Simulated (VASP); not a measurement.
# MoS2 (Cm) in VASP: single point with PBE+D3(BJ)

Aim: the single point of MoS2 with PBE+D3(BJ).

Program: VASP 6.6.1. These are calculated values, not measurements. Logs are shortened: lines on timing, memory, paths and dates and some standing lists are left out, and cuts for length are marked.

## Step 1: The cell of the first run

It takes space group Cm (No. 8, monoclinic). The conventional cell has a = 5.427 Å, b = 3.133 Å, c = 6.227 Å, α = 90.00°, β = 106.89°, γ = 90.00°. Mo (site symmetry m) has 6 S at 2.22 to 2.62 Å within 2.9 Å. S (site symmetry m) has 3 Mo at 2.46 to 2.62 Å and 9 S at 3.13 to 3.29 Å within 3.3 Å. S (site symmetry m) has 3 Mo at 2.22 to 2.39 Å within 2.9 Å.

## Step 2: Single point, PBE+D3(BJ)

Contents of INCAR:

```
PREC = Accurate
ENCUT = 520
EDIFF = 1E-7
ISMEAR = 0
SIGMA = 0.15
LREAL = F
LASPH = T
NELM = 100
ALGO = Fast
ISIF = 2
LWAVE = F
LCHARG = F
GGA = PE
IVDW = 12
NBANDS = 20
```

Contents of KPOINTS:

```
regular mesh
0
Gamma
  18 18 18
```

Contents of POSCAR:

```
MoS2
1.0
    1.5667288575      0.9045513276      5.9589013495
   -1.5667288575      0.9045513276      5.9589013495
    0.0000000000     -1.8091026552      5.9589013495
Mo S
1 2
Direct
    0.0201625778      0.0201625778     -0.0625830033
    0.7563304588      0.7563304588      0.7563304588
    0.2436695412      0.2436695412      0.2436695412
```

Potentials or basis: VASP PAW PBE potentials, release 64 (Mo_sv, S).

On the command line:

```console
> cat potpaw_PBE.64/Mo_sv/POTCAR potpaw_PBE.64/S/POTCAR > POTCAR
> mpirun -np 1 vasp_std > vasp.out
```

OUTCAR:

```text
PREC = Accurate
   ENCUT = 520
   EDIFF = 1E-7
   ISMEAR = 0
   LREAL = F
   LASPH = T
   NELM = 100
   ISIF = 2
   GGA = PE
   IVDW = 12
 IVDW          = 12

 ion  position               nearest neighbor table
   1  0.020  0.020  0.937-   3 2.22   3 2.39   3 2.39   2 2.46   2 2.46   2 2.62
   2  0.756  0.756  0.756-   1 2.46   1 2.46   1 2.62
   3  0.244  0.244  0.244-   1 2.22   1 2.39   1 2.39

  LATTYP: Found a trigonal (rhomboedric) cell.
 ALAT       =     6.2274680015
 COS(alpha) =     0.8734113782

  Lattice vectors:

 A1 = (   1.5667288575,   0.9045513276,   5.9589013495)
 A2 = (  -1.5667288575,   0.9045513276,   5.9589013495)
 A3 = (   0.0000000000,  -1.8091026552,   5.9589013495)

Analysis of symmetry for initial positions (statically):
=====================================================================
 Subroutine PRICEL returns:
 Original cell was already a primitive cell.

 Routine SETGRP: Setting up the symmetry group for a
 trigonal (rhombohedral) supercell.

 Subroutine GETGRP returns: Found  2 space group operations
 (whereof  2 operations were pure point group operations)
 out of a pool of 12 trial point group operations.

The static configuration has the point symmetry C_1h.

Analysis of symmetry for dynamics (positions and initial velocities):
=====================================================================
 Subroutine PRICEL returns:
 Original cell was already a primitive cell.

 Routine SETGRP: Setting up the symmetry group for a
 trigonal (rhombohedral) supercell.

 Subroutine GETGRP returns: Found  2 space group operations
 (whereof  2 operations were pure point group operations)
 out of a pool of 12 trial point group operations.

The dynamic configuration has the point symmetry C_1h.

 Subroutine INISYM returns: Found  2 space group operations
 (whereof  2 operations are pure point group operations),
 and found     1 'primitive' translations

----------------------------------------------------------------------------------------

                                     Primitive cell

  volume of cell :      50.6693

  direct lattice vectors                    reciprocal lattice vectors
     1.566728858  0.904551328  5.958901349     0.319136268  0.184253410  0.055938723
    -1.566728858  0.904551328  5.958901349    -0.319136268  0.184253410  0.055938723
     0.000000000 -1.809102655  5.958901349     0.000000000 -0.368506820  0.055938723

  length of vectors
     6.227468002  6.227468002  6.227468002     0.372728342  0.372728342  0.372728342

  position of ions in fractional coordinates (direct lattice)
     0.020162578  0.020162578  0.937416997
     0.756330459  0.756330459  0.756330459
     0.243669541  0.243669541  0.243669541

  ion indices of the primitive-cell ions
   primitive index   ion index
                 1           1
                 2           2
                 3           3

----------------------------------------------------------------------------------------

 KPOINTS: regular mesh

Automatic generation of k-mesh.
 Grid dimensions read from file:
 generate k-points for:   18   18   18

 Generating k-lattice:

  Cartesian coordinates                     Fractional coordinates (reciprocal lattice)
     0.017729793  0.010236301  0.003107707     0.055555556  0.000000000  0.000000000
    -0.017729793  0.010236301  0.003107707     0.000000000  0.055555556  0.000000000
     0.000000000 -0.020472601  0.003107707     0.000000000  0.000000000  0.055555556

  Length of vectors
     0.020707130  0.020707130  0.020707130

  Shift w.r.t. Gamma in fractional coordinates (k-lattice)
     0.000000000  0.000000000  0.000000000

 Subroutine IBZKPT returns following result:
 ===========================================

 Found   1550 irreducible k-points:

 Following reciprocal coordinates:
            Coordinates               Weight
  0.000000  0.000000  0.000000      1.000000
  0.055556 -0.000000  0.000000      4.000000
  0.000000  0.000000  0.055556      2.000000
  0.111111 -0.000000  0.000000      4.000000
  0.000000  0.000000  0.111111      2.000000
  0.166667 -0.000000  0.000000      4.000000
[... 16 lines left out ...]
 -0.111111 -0.000000 -0.055556      4.000000
  0.055556  0.000000  0.111111      4.000000
 [... further k-points ...]
   k-points           NKPTS =   1550   k-points in BZ     NKDIM =   1550   number of bands    NBANDS=     20
   number of dos      NEDOS =    301   number of ions     NIONS =      3
   total plane-waves  NPLWV = 110592
   dimension x,y,z NGX =    48 NGY =   48 NGZ =   48
   dimension x,y,z NGXF=    96 NGYF=   96 NGZF=   96
   ions per type =               1   2
   NGX,Y,Z   is equivalent  to a cutoff of  12.81, 12.81, 12.81 a.u.
   NGXF,Y,Z  is equivalent  to a cutoff of  25.63, 25.63, 25.63 a.u.
 SYSTEM =  unknown system
   PREC   = accura    normal or accurate (medium, high low for compatibility)
   ISTART =      0    job   : 0-new  1-cont  2-samecut
   ICHARG =      2    charge: 1-file 2-atom 10-const
   ISPIN  =      1    spin polarized calculation?
   LNONCOLLINEAR =      F non collinear calculations
   LSORBIT =      F    spin-orbit coupling
   LASPH  =      T    aspherical Exc in radial PAW
   ENCUT  =  520.0 eV  38.22 Ry    6.18 a.u.  11.58 11.58 11.58*2*pi/ulx,y,z
   NELM   =    100;   NELMIN=  2; NELMDL= -5     # of ELM steps
   EDIFF  = 0.1E-06   stopping-criterion for ELM
   LREAL  =      F    real-space projection
   EDIFFG = 0.1E-05   stopping-criterion for IOM
   NSW    =      0    number of steps for IOM
   IBRION =     -1    ionic relax: 0-MD 1-quasi-New 2-CG
   NFREE  =      0    steps in history (QN), initial steepest desc. (CG)
   ISIF   =      2    stress and relaxation
   ISYM   =      2    0-nonsym 1-usesym 2-fastsym
   POTIM  = 0.5000    time-step for ionic-motion
   TEBEG  =    0.0;   TEEND  =   0.0 temperature during run
   PSTRESS=    0.0 pullay stress
   NELECT =      26.0000    total number of electrons
   NUPDOWN=      -1.0000    fix difference up-down
   EMIN   =  10.00;   EMAX   =-10.00  energy-range for DOS
   EFERMI =   0.00;   METHOD = LEGACY
   ISMEAR =     0;   SIGMA  =   0.15  broadening in eV -4-tet -1-fermi 0-gaus
   EFERMI_NEDOS =   21; number of points for ismear=-14 and -15
   IALGO  =     68    algorithm
   IMIX   =      4    mixing-type and parameters
     AMIX     =   0.40;   BMIX     =  1.00
     AMIX_MAG =   1.60;   BMIX_MAG =  1.00
  volume/ion in A,a.u.               =      16.89       113.98
  Fermi-wavevector in a.u.,A,eV,Ry     =   1.310643  2.476756 23.371888  1.717785
  Thomas-Fermi vector in A             =   2.441159
   LORBIT       =      0    0 simple, 1 ext, 2 COOP (PROOUT), +10 PAW based schemes
   GGA     = PE    functional components
   LHFCALC =     F    Hartree Fock is set to
   AEXX    =    0.0000 exact exchange contribution
   IVDW    =    12    specifies the selected vdW correction
   LEPSILON=     F    determine dielectric tensor
   LRPA    =     F    only Hartree local field effects (RPA)
 non-spin polarized calculation
 RMM-DIIS sequential band-by-band and
 Gauss-broadening in eV      SIGMA  =   0.15
  energy-cutoff  :      520.00
  volume of cell :       50.67
 maximum number of plane-waves:      1384
   NGX = 23   NGY = 23   NGZ = 23

 number of electron      26.0000001 magnetization

 Free energy of the ion-electron system (eV)
  ---------------------------------------------------
  ext. energy  EPLUGINS =         0.00000000
  ---------------------------------------------------
  free energy    TOTEN  =       -20.64975071 eV

  energy without entropy =      -20.64006149  energy(sigma->0) =      -20.64490610

 E-fermi :   8.3817     XC(G=0): -11.2111

 val. band max:        8.3783202657   @ k =  -0.3333   0.4444   0.2222
 cond. band min:       8.3831427171   @ k =   0.5000   0.3333   0.0556
 fundamental gap:      0.0048224514
 Fermi energy:         8.3816633340

 k-point     1 :       0.0000    0.0000    0.0000
  band No.  band energies     occupation
      1     -53.2530      2.00000
      2     -27.3930      2.00000
      3     -27.2242      2.00000
      4     -27.1692      2.00000
      5      -6.8649      2.00000
      6      -5.1076      2.00000
[... 12 lines left out ...]
     19      15.3477      0.00000
     20      18.1472      0.00000

 k-point     2 :       0.0556   -0.0000    0.0000
  band No.  band energies     occupation
      1     -53.2516      2.00000
      2     -27.3909      2.00000
      3     -27.2298      2.00000
      4     -27.1795      2.00000
      5      -6.8138      2.00000
      6      -5.0941      2.00000
[... 12 lines left out ...]
     19      15.5454      0.00000
     20      17.8909      0.00000

 k-point     3 :       0.0000    0.0000    0.0556
  band No.  band energies     occupation
      1     -53.2516      2.00000
      2     -27.3911      2.00000
      3     -27.2370      2.00000
      4     -27.1723      2.00000
      5      -6.8136      2.00000
      6      -5.0949      2.00000
[... 12 lines left out ...]
     19      15.5353      0.00000
     20      17.9240      0.00000

 k-point     4 :       0.1111   -0.0000    0.0000
  band No.  band energies     occupation
      1     -53.2477      2.00000
      2     -27.3852      2.00000
      3     -27.2511      2.00000
      4     -27.2037      2.00000
      5      -6.6639      2.00000
      6      -5.0535      2.00000
[... 429 lines left out ...]
 k-point    23 :      -0.1111   -0.0000   -0.0556
  band No.  band energies     occupation
      1     -53.2490      2.00000
      2     -27.3866      2.00000
      3     -27.2325      2.00000
      4     -27.2078      2.00000
      5      -6.7073      2.00000
      6      -5.0774      2.00000
[... 12 lines left out ...]
     19      15.9001      0.00000
     20      17.6180      0.00000

 k-point    24 :       0.0556    0.0000    0.1111
  band No.  band energies     occupation
      1     -53.2489      2.00000
      2     -27.3877      2.00000
      3     -27.2561      2.00000
      4     -27.1837      2.00000
      5      -6.7068      2.00000
      6      -5.0796      2.00000
[... 12 lines left out ...]
     19      15.8759      0.00000
     20      17.6258      0.00000

 [... further k-points ...]

------------------------ aborting loop because EDIFF is reached ----------------------------------------

 Edisp (eV)   -1.34944

 E8    (eV) :    -0.5448

  FORCE on cell =-STRESS in cart. coord.  units (eV):
  Direction    XX          YY          ZZ          XY          YZ          ZX
  --------------------------------------------------------------------------------------
  -------------------------------------------------------------------------------------
  Total      -0.30664     2.07858     0.75548     0.00000    -1.50552     0.00000
  in kB      -9.69589    65.72545    23.88845     0.00000   -47.60512     0.00000
  external pressure =       26.64 kB  Pullay stress =        0.00 kB

 VOLUME and BASIS-vectors are now :
 -----------------------------------------------------------------------------
  energy-cutoff  :      520.00
  volume of cell :       50.67
      direct lattice vectors                 reciprocal lattice vectors
     1.566728858  0.904551328  5.958901349     0.319136268  0.184253410  0.055938723
    -1.566728858  0.904551328  5.958901349    -0.319136268  0.184253410  0.055938723
     0.000000000 -1.809102655  5.958901349     0.000000000 -0.368506820  0.055938723

 POSITION                                       TOTAL-FORCE (eV/Angst)
 -----------------------------------------------------------------------------------
      0.00000     -1.65941      5.82627         0.000000     -1.585168      3.126483
      0.00000      0.00000     13.52070         0.000000      0.255587     -1.207757
      0.00000      0.00000      4.35601         0.000000      1.329582     -1.918726
 -----------------------------------------------------------------------------------
    total drift:                                0.000000     -0.000130     -0.000009

  FREE ENERGIE OF THE ION-ELECTRON SYSTEM (eV)
  ---------------------------------------------------
  free  energy   TOTEN  =       -21.9991952618 eV

  energy  without entropy=      -21.9895060433  energy(sigma->0) =      -21.99435065
```

It took 1.7 h on 1 thread of Oxide Virtual Turin-like, shared host; peak memory 1.4 GiB.

Results:

```
Free energy                : -21.9992 eV
Pressure                   : 2.7 GPa
Largest force              : 3.505 eV/Å
Band gap on the k mesh     : zero (bands 13 and 14 overlap by 0.49 eV)
Dispersion energy per atom : -0.450 eV
```

Forces in eV/Å, atoms in the order of the input:
```
Mo   0.000 -1.585  3.126
S    0.000  0.256 -1.208
S    0.000  1.330 -1.919
```

Stress tensor (GPa, compression positive):
```
-0.97  0.00  0.00
 0.00  6.57 -4.76
 0.00 -4.76  2.39
```

Levels at points of the mesh, in eV from the Fermi level:
```tsv
k point	band 11	band 12	band 13	band 14	band 15	band 16
(0.00, 0.00, 0.00)	-1.08	-1.05	-0.81	0.49	0.50	3.08
(0.50, 0.00, 0.00)	-2.89	-2.03	-0.83	1.38	2.14	2.89
(0.00, 0.00, 0.50)	-2.70	-2.00	-1.23	1.35	2.10	3.10
(0.50, 0.50, 0.00)	-2.82	-2.47	-1.64	1.35	1.73	3.75
(0.50, 0.00, 0.50)	-3.20	-2.14	-1.26	1.38	1.81	3.46
(0.50, 0.50, 0.50)	-1.15	-1.08	-0.12	0.31	0.47	3.29
```

Caveat: the cell differs from its parent crystal (all Mo atoms moved -0.200 Å, as atom 1 towards its neighbour atom 2 (S) at 2.417 Å); the stress differs along the axes, from -1 to 7 GPa; forces of over 1 eV/Å act on the atoms, so gaps and moduli don't describe the material at rest.
